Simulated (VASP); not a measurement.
# LaScF2 (Fd-3m) in VASP: further runs

LaScF2 is run at these levels: PBE; tasks: relaxation of cell and atoms, single point.

Program: VASP 6.6.1. These are calculated values, not measurements. Logs are shortened: lines on timing, memory, paths and dates and some standing lists are left out, and cuts for length are marked.

## (1) The cell of the first run

It takes space group Fd-3m (No. 227, cubic). The conventional cell has a = 8.213 Å, b = 8.213 Å, c = 8.213 Å, α = 90.00°, β = 90.00°, γ = 90.00°. La (site symmetry -43m) has 12 F at 3.40 Å and 4 La at 3.56 Å and 10 Sc at 3.56 to 4.11 Å within 4.5 Å. Sc (site symmetry -43m) has 4 F at 1.78 Å within 2.4 Å. Within 2.4 Å of F (site symmetry -3m) lie 2 Sc at 1.78 Å.

The cell was built from a structure type or drawn by symmetry, and may not be a known phase.

## (2) Relaxation of cell and atoms, PBE

INCAR reads:

```
PREC = Accurate
ENCUT = 600
EDIFF = 1E-6
ISMEAR = 0
SIGMA = 0.1
LREAL = F
LASPH = T
NELM = 100
ALGO = Normal
ISIF = 3
LWAVE = F
LCHARG = F
GGA = PE
IBRION = 2
NSW = 90
EDIFFG = -0.04
```

KPOINTS reads:

```
Automatic mesh
0
Gamma
  4 4 4
```

POSCAR reads:

```
LaScF2
1.0
    0.0000000000      4.1062623900      4.1062623900
    4.1062623900      0.0000000000      4.1062623900
    4.1062623900      4.1062623900      0.0000000000
La Sc F
2 2 4
Direct
    0.7500000000      0.7500000000      0.7500000000
    0.5000000000      0.5000000000      0.5000000000
    0.0000000000      0.0000000000      0.0000000000
    0.2500000000      0.2500000000      0.2500000000
    0.1250000000      0.1250000000      0.1250000000
    0.1250000000      0.1250000000      0.6250000000
    0.1250000000      0.6250000000      0.1250000000
    0.6250000000      0.1250000000      0.1250000000
```

Potentials or basis: VASP PAW PBE potentials, release 64 (La, Sc_sv, F).

Run with:

```console
> cat potpaw_PBE.64/La/POTCAR potpaw_PBE.64/Sc_sv/POTCAR potpaw_PBE.64/F/POTCAR > POTCAR
> mpirun -np 1 vasp_std > vasp.out
```

OUTCAR:

```text
PREC = Accurate
   ENCUT = 600
   EDIFF = 1E-6
   ISMEAR = 0
   LREAL = F
   LASPH = T
   NELM = 100
   ISIF = 3
   GGA = PE
   IBRION = 2
   NSW = 90
   EDIFFG = -0.04

 ion  position               nearest neighbor table
   1  0.750  0.750  0.750-   2 3.56   2 3.56   2 3.56   3 3.56   3 3.56   3 3.56   3 3.56   2 3.56

   2  0.500  0.500  0.500-   4 3.56   4 3.56   4 3.56   1 3.56   1 3.56   1 3.56   4 3.56   1 3.56

   3  0.000  0.000  0.000-   6 1.78   7 1.78   8 1.78   5 1.78   1 3.56   1 3.56   1 3.56   1 3.56

   4  0.250  0.250  0.250-   6 1.78   7 1.78   8 1.78   5 1.78   2 3.56   2 3.56   2 3.56   2 3.56

   5  0.125  0.125  0.125-   3 1.78   4 1.78
   6  0.125  0.125  0.625-   3 1.78   4 1.78
   7  0.125  0.625  0.125-   3 1.78   4 1.78
   8  0.625  0.125  0.125-   3 1.78   4 1.78

  LATTYP: Found a face centered cubic cell.
 ALAT       =     8.2125247800

  Lattice vectors:

 A1 = (   0.0000000000,   4.1062623900,   4.1062623900)
 A2 = (   4.1062623900,   0.0000000000,   4.1062623900)
 A3 = (   4.1062623900,   4.1062623900,   0.0000000000)

Analysis of symmetry for initial positions (statically):
=====================================================================
 Subroutine PRICEL returns:
 Original cell was already a primitive cell.

 Routine SETGRP: Setting up the symmetry group for a
 face centered cubic supercell.

 Subroutine GETGRP returns: Found 48 space group operations
 (whereof 24 operations were pure point group operations)
 out of a pool of 48 trial point group operations.

The static configuration has the point symmetry T_d .
 The point group associated with its full space group is O_h .

Analysis of symmetry for dynamics (positions and initial velocities):
=====================================================================
 Subroutine PRICEL returns:
 Original cell was already a primitive cell.

 Routine SETGRP: Setting up the symmetry group for a
 face centered cubic supercell.

 Subroutine GETGRP returns: Found 48 space group operations
 (whereof 24 operations were pure point group operations)
 out of a pool of 48 trial point group operations.

The dynamic configuration has the point symmetry T_d .
 The point group associated with its full space group is O_h .

 Subroutine INISYM returns: Found 48 space group operations
 (whereof 24 operations are pure point group operations),
 and found     1 'primitive' translations

----------------------------------------------------------------------------------------

[... 70 lines left out ...]
   number of dos      NEDOS =    301   number of ions     NIONS =      8
   total plane-waves  NPLWV = 110592
   dimension x,y,z NGX =    48 NGY =   48 NGZ =   48
   dimension x,y,z NGXF=    96 NGYF=   96 NGZF=   96
   ions per type =               2   2   4
   NGX,Y,Z   is equivalent  to a cutoff of  13.74, 13.74, 13.74 a.u.
   NGXF,Y,Z  is equivalent  to a cutoff of  27.48, 27.48, 27.48 a.u.
 SYSTEM =  unknown system
   PREC   = accura    normal or accurate (medium, high low for compatibility)
   ISTART =      0    job   : 0-new  1-cont  2-samecut
   ICHARG =      2    charge: 1-file 2-atom 10-const
   ISPIN  =      1    spin polarized calculation?
   LNONCOLLINEAR =      F non collinear calculations
   LSORBIT =      F    spin-orbit coupling
   LASPH  =      T    aspherical Exc in radial PAW
   ENCUT  =  600.0 eV  44.10 Ry    6.64 a.u.  11.60 11.60 11.60*2*pi/ulx,y,z
   NELM   =    100;   NELMIN=  2; NELMDL= -5     # of ELM steps
   EDIFF  = 0.1E-05   stopping-criterion for ELM
   LREAL  =      F    real-space projection
   EDIFFG = -.4E-01   stopping-criterion for IOM
   NSW    =     90    number of steps for IOM
   IBRION =      2    ionic relax: 0-MD 1-quasi-New 2-CG
   NFREE  =      1    steps in history (QN), initial steepest desc. (CG)
   ISIF   =      3    stress and relaxation
   ISYM   =      2    0-nonsym 1-usesym 2-fastsym
   POTIM  = 0.5000    time-step for ionic-motion
   TEBEG  =    0.0;   TEEND  =   0.0 temperature during run
   PSTRESS=    0.0 pullay stress
   NELECT =      72.0000    total number of electrons
   NUPDOWN=      -1.0000    fix difference up-down
   EMIN   =  10.00;   EMAX   =-10.00  energy-range for DOS
   EFERMI =   0.00;   METHOD = LEGACY
   ISMEAR =     0;   SIGMA  =   0.10  broadening in eV -4-tet -1-fermi 0-gaus
   EFERMI_NEDOS =   21; number of points for ismear=-14 and -15
   IALGO  =     38    algorithm
   IMIX   =      4    mixing-type and parameters
     AMIX     =   0.40;   BMIX     =  1.00
     AMIX_MAG =   1.60;   BMIX_MAG =  1.00
  volume/ion in A,a.u.               =      17.31       116.81
  Fermi-wavevector in a.u.,A,eV,Ry     =   1.316424  2.487680 23.578500  1.732971
  Thomas-Fermi vector in A             =   2.446537
   LORBIT       =      0    0 simple, 1 ext, 2 COOP (PROOUT), +10 PAW based schemes
   GGA     = PE    functional components
   LHFCALC =     F    Hartree Fock is set to
   AEXX    =    0.0000 exact exchange contribution
   IVDW    =     0    specifies the selected vdW correction
   LEPSILON=     F    determine dielectric tensor
   LRPA    =     F    only Hartree local field effects (RPA)
 conjugate gradient relaxation of ions
 non-spin polarized calculation
 Gauss-broadening in eV      SIGMA  =   0.10
  energy-cutoff  :      600.00
  volume of cell :      138.47
 maximum number of plane-waves:      4656
 NGX is ok and might be reduce to    48
   NGX = 23   NGY = 23   NGZ = 23

--------------------------------------- Ionic step        1  -------------------------------------------

 number of electron      71.9999982 magnetization

 Free energy of the ion-electron system (eV)
  ---------------------------------------------------
  ext. energy  EPLUGINS =         0.00000000
  ---------------------------------------------------
  free energy    TOTEN  =       -38.16360532 eV

  energy without entropy =      -38.13552320  energy(sigma->0) =      -38.14956426

 E-fermi :   8.0618     XC(G=0): -10.2827

 val. band max:        8.0534924143   @ k =   0.2500   0.0000   0.0000
 cond. band min:       8.1293306601   @ k =   0.5000   0.2500   0.0000
 fundamental gap:      0.0758382458
 Fermi energy:         8.0617669697

 k-point     1 :       0.0000    0.0000    0.0000
  band No.  band energies     occupation
      1     -43.4942      2.00000
      2     -43.4222      2.00000
      3     -24.9662      2.00000
      4     -24.7262      2.00000
      5     -24.2318      2.00000
      6     -24.2318      2.00000
[... 482 lines left out ...]
--------------------------------------- Ionic step        4  -------------------------------------------

 number of electron      71.9999941 magnetization

 Free energy of the ion-electron system (eV)
  ---------------------------------------------------
  ext. energy  EPLUGINS =         0.00000000
  ---------------------------------------------------
  free energy    TOTEN  =       -44.02426360 eV

  energy without entropy =      -43.95695162  energy(sigma->0) =      -43.99060761

 E-fermi :   4.6444     XC(G=0):  -8.6461

 val. band max:        4.6287410808   @ k =   0.5000   0.2500   0.0000
 cond. band min:       4.6635012211   @ k =   0.5000   0.0000   0.0000
 fundamental gap:      0.0347601402
 Fermi energy:         4.6443734471

 k-point     1 :       0.0000    0.0000    0.0000
  band No.  band energies     occupation
      1     -47.3273      2.00000
      2     -47.3180      2.00000
      3     -29.0938      2.00000
      4     -29.0441      2.00000
      5     -26.3025      2.00000
      6     -26.3025      2.00000
[... 392 lines left out ...]
  FREE ENERGIE OF THE ION-ELECTRON SYSTEM (eV)
  ---------------------------------------------------
  free  energy   TOTEN  =       -44.0242635969 eV

  energy  without entropy=      -43.9569516229  energy(sigma->0) =      -43.99060761

 reached required accuracy - stopping structural energy minimisation
```

OSZICAR:

```text
N       E                     dE             d eps       ncg     rms          rms(c)
DAV:   1     0.129393485690E+04    0.12939E+04   -0.32326E+04   688   0.271E+03
DAV:   2     0.359899627037E+03   -0.93404E+03   -0.90136E+03   896   0.677E+02
[... 112 lines left out ...]
DAV:   6    -0.440244774245E+02   -0.50976E-03   -0.68749E-03  1248   0.342E-01    0.882E-02
DAV:   7    -0.440242875868E+02    0.18984E-03   -0.24819E-03  1128   0.215E-01    0.365E-02
DAV:   8    -0.440242641476E+02    0.23439E-04   -0.37634E-04  1160   0.105E-01    0.140E-02
DAV:   9    -0.440242646179E+02   -0.47024E-06   -0.24625E-05  1152   0.379E-02    0.116E-02
DAV:  10    -0.440242631711E+02    0.14468E-05   -0.72404E-06   856   0.183E-02    0.510E-03
DAV:  11    -0.440242635969E+02   -0.42579E-06   -0.96018E-06   608   0.170E-02
   4 F= -.44024264E+02 E0= -.43990608E+02  d E =-.586066E+01
```

Run time: 6.3 min. Hardware: 1 thread of Intel Xeon 6975P-C (Granite Rapids), shared host; peak memory 0.38 GiB.

Results:

* Free energy: -44.0243 eV
* Relaxed volume: 25.36 Å³/atom
* Relaxed cell: a = 6.595 Å, b = 6.595 Å, c = 6.595 Å, α = 60.00°, β = 60.00°, γ = 60.00°
* Space group after relaxing (to 0.1 Å): Fd-3m (No. 227)
* Energy gained by relaxing: 732.6 meV/atom
* Ionic steps: 4
* Pressure after relaxing: 0.0 GPa
* Band gap on the k mesh: zero (bands 36 and 37 overlap by 0.21 eV)

Step by step:
```tsv
step	energy change (eV)	largest force (eV/Å)	pressure (GPa)	volume (Å³)
1	0.0000	0.0000	39.31	138.47
2	-4.8318	0.0000	-7.49	242.21
3	-5.8582	0.0000	0.47	200.94
4	-5.8607	0.0000	-0.03	202.87
```

Final structure:
```yaml
crystal:
  lattice:
    - [0.00000, 4.66372, 4.66372]
    - [4.66372, 0.00000, 4.66372]
    - [4.66372, 4.66372, 0.00000]
  atoms:
    - { symbol: La, position: [0.75000, 0.75000, 0.75000] }
    - { symbol: La, position: [0.50000, 0.50000, 0.50000] }
    - { symbol: Sc, position: [0.00000, 0.00000, 0.00000] }
    - { symbol: Sc, position: [0.25000, 0.25000, 0.25000] }
    - { symbol: F, position: [0.12500, 0.12500, 0.12500] }
    - { symbol: F, position: [0.12500, 0.12500, 0.62500] }
    - { symbol: F, position: [0.12500, 0.62500, 0.12500] }
    - { symbol: F, position: [0.62500, 0.12500, 0.12500] }
```

Caveat: the volume moved by over 15 % at a fixed basis, so the end points are rough; spin-orbit coupling is left out, which moves the levels of the heavy elements.

## (3) Single point, PBE, collinear spin

This run uses another cell than the first one, of 25.59 Å³/atom.

INCAR reads:

```
ALGO     = Normal         # electronic algorithm
EDIFF    = 1E-7           # SCF threshold, eV
ENCUT    = 520            # plane-wave cutoff, eV
GGA      = PE             # functional
ISIF     = 2              # what is computed and relaxed
ISMEAR   = 0              # smearing method
ISPIN    = 2              # spin polarisation
LASPH    = True           # aspherical terms in the spheres
LCHARG   = True           # write CHGCAR
LELF     = True           # ELF
LMAXMIX  = 6              # l up to which the mixer works
LORBIT   = 11             # projections on sites
LREAL    = False          # projectors in reciprocal space
LVHAR    = True         
LWAVE    = False          # write WAVECAR
MAGMOM   = 0 0 1 1 0 0 0 0 # initial moments
NBANDS   = 50             # bands
NELM     = 150            # most SCF steps
PREC     = Accurate       # precision mode
SIGMA    = 0.1            # smearing width, eV
```

KPOINTS reads:

```
k-points
0
Gamma
  4 4 4
```

POSCAR reads:

```
LaScF2
1.0
    0.0000000000      4.6778417097      4.6778417097
    4.6778417097      0.0000000000      4.6778417097
    4.6778417097      4.6778417097      0.0000000000
La Sc F
2 2 4
Direct
    0.2500000000      0.2500000000      0.2500000000
    0.0000000000      0.0000000000      0.0000000000
    0.5000000000      0.5000000000      0.5000000000
    0.7500000000      0.7500000000      0.7500000000
    0.6250000000      0.6250000000      0.6250000000
    0.6250000000      0.6250000000      0.1250000000
    0.6250000000      0.1250000000      0.6250000000
    0.1250000000      0.6250000000      0.6250000000
```

Potentials or basis: VASP PAW PBE potentials, release 64 (La, Sc_sv, F).

Run with:

```console
> cat potpaw_PBE.64/La/POTCAR potpaw_PBE.64/Sc_sv/POTCAR potpaw_PBE.64/F/POTCAR > POTCAR
> mpirun -np 1 vasp_std > vasp.out
```

OUTCAR:

```text
EDIFF = 1E-7
   ENCUT = 520
   GGA = PE
   ISIF = 2
   ISMEAR = 0
   ISPIN = 2
   LASPH = True
   LORBIT = 11
   LREAL = False
   NELM = 150
   PREC = Accurate

 ion  position               nearest neighbor table
   1  0.250  0.250  0.250-
   2  0.000  0.000  0.000-
   3  0.500  0.500  0.500-   6 2.03   7 2.03   8 2.03   5 2.03
   4  0.750  0.750  0.750-   6 2.03   7 2.03   8 2.03   5 2.03
   5  0.625  0.625  0.625-   3 2.03   4 2.03
   6  0.625  0.625  0.125-   3 2.03   4 2.03
   7  0.625  0.125  0.625-   3 2.03   4 2.03
   8  0.125  0.625  0.625-   3 2.03   4 2.03

  LATTYP: Found a face centered cubic cell.
 ALAT       =     9.3556834194

  Lattice vectors:

 A1 = (   0.0000000000,   4.6778417097,   4.6778417097)
 A2 = (   4.6778417097,   0.0000000000,   4.6778417097)
[... 1028 lines left out ...]
  external PRESSURE =       0.2384751 kB  Pullay stress =       0.0000000 kB

 VOLUME and BASIS-vectors are now :
 -----------------------------------------------------------------------------
  energy-cutoff  :      520.00
  volume of cell :      204.72
      direct lattice vectors                 reciprocal lattice vectors
     0.000000000  4.677841710  4.677841710    -0.106886900  0.106886900  0.106886900
     4.677841710  0.000000000  4.677841710     0.106886900 -0.106886900  0.106886900
     4.677841710  4.677841710  0.000000000     0.106886900  0.106886900 -0.106886900

 POSITION                                       TOTAL-FORCE (eV/Angst)
 -----------------------------------------------------------------------------------
      2.33892      2.33892      2.33892        -0.000000     -0.000000     -0.000000
      0.00000      0.00000      0.00000         0.000000      0.000000      0.000000
      4.67784      4.67784      4.67784         0.000000      0.000000      0.000000
      7.01676      7.01676      7.01676        -0.000000     -0.000000     -0.000000
      5.84730      5.84730      5.84730        -0.000000     -0.000000     -0.000000
      3.50838      3.50838      5.84730        -0.000000     -0.000000     -0.000000
      3.50838      5.84730      3.50838        -0.000000     -0.000000     -0.000000
      5.84730      3.50838      3.50838        -0.000000     -0.000000     -0.000000
 -----------------------------------------------------------------------------------
    total drift:                               -0.000000     -0.000000      0.000000

  FREE ENERGIE OF THE ION-ELECTRON SYSTEM (eV)
  ---------------------------------------------------
  free  energy   TOTEN  =       -44.1293592087 eV

  energy  without entropy=      -44.0617111305  energy(sigma->0) =      -44.09553517

 total charge

# of ion       s       p       d       f       tot
--------------------------------------------------
    1        2.072   5.566   0.779   0.041   8.459
    2        2.072   5.566   0.779   0.041   8.459
    3        2.191   6.159   0.963   0.000   9.314
    4        2.191   6.159   0.963   0.000   9.314
    5        1.751   4.348   0.000   0.000   6.099
    6        1.751   4.348   0.000   0.000   6.099
    7        1.751   4.348   0.000   0.000   6.099
    8        1.751   4.348   0.000   0.000   6.099
--------------------------------------------------
tot         15.532  40.841   3.485   0.083  59.941

 magnetization (x)

# of ion       s       p       d       f       tot
--------------------------------------------------
    1        0.000  -0.000   0.001   0.000   0.001
    2        0.000  -0.000   0.001   0.000   0.001
    3        0.000   0.000   0.001   0.000   0.001
    4        0.000   0.000   0.001   0.000   0.001
    5        0.000   0.000   0.000   0.000   0.000
    6        0.000   0.000   0.000   0.000   0.000
    7        0.000   0.000   0.000   0.000   0.000
    8        0.000   0.000   0.000   0.000   0.000
--------------------------------------------------
tot          0.000   0.000   0.003   0.000   0.004
```

OSZICAR:

```text
N       E                     dE             d eps       ncg     rms          rms(c)
DAV:   1     0.125578078921E+04    0.12558E+04   -0.28452E+04  1600   0.186E+03
DAV:   2     0.297328364338E+03   -0.95845E+03   -0.90571E+03  1968   0.508E+02
DAV:   3    -0.267262244109E+01   -0.30000E+03   -0.28613E+03  2632   0.292E+02
[... 24 lines left out ...]
DAV:  28    -0.441293583605E+02   -0.27394E-05   -0.21040E-05  3016   0.232E-02    0.108E-02
DAV:  29    -0.441293589601E+02   -0.59962E-06   -0.32882E-06  2560   0.665E-03    0.101E-02
DAV:  30    -0.441293598284E+02   -0.86830E-06   -0.63477E-05  2320   0.216E-02    0.911E-03
DAV:  31    -0.441293594887E+02    0.33967E-06   -0.79738E-06  2832   0.152E-02    0.698E-03
DAV:  32    -0.441293591099E+02    0.37882E-06   -0.16515E-06  2264   0.541E-03    0.545E-03
DAV:  33    -0.441293592087E+02   -0.98798E-07   -0.71358E-07  1896   0.413E-03
   1 F= -.44129359E+02 E0= -.44095535E+02  d E =-.676481E-01  mag=     0.0022
```

Wall time 5.3 min (1 thread of Intel Xeon 6975P-C (Granite Rapids), shared host); peak memory 0.53 GiB.

Results:

```yaml
Free_energy: -44.1294 eV
Pressure: 0.0 GPa
Band_gap_on_the_k_mesh: zero (filled and empty bands overlap)
Net_moment: 0.01 μB per cell
Valence_electrons_inside_the_program's_atomic_spheres: La 8.46; Sc 9.31; F 6.10
```

Caveat: spin-orbit coupling is left out, which moves the levels of the heavy elements.
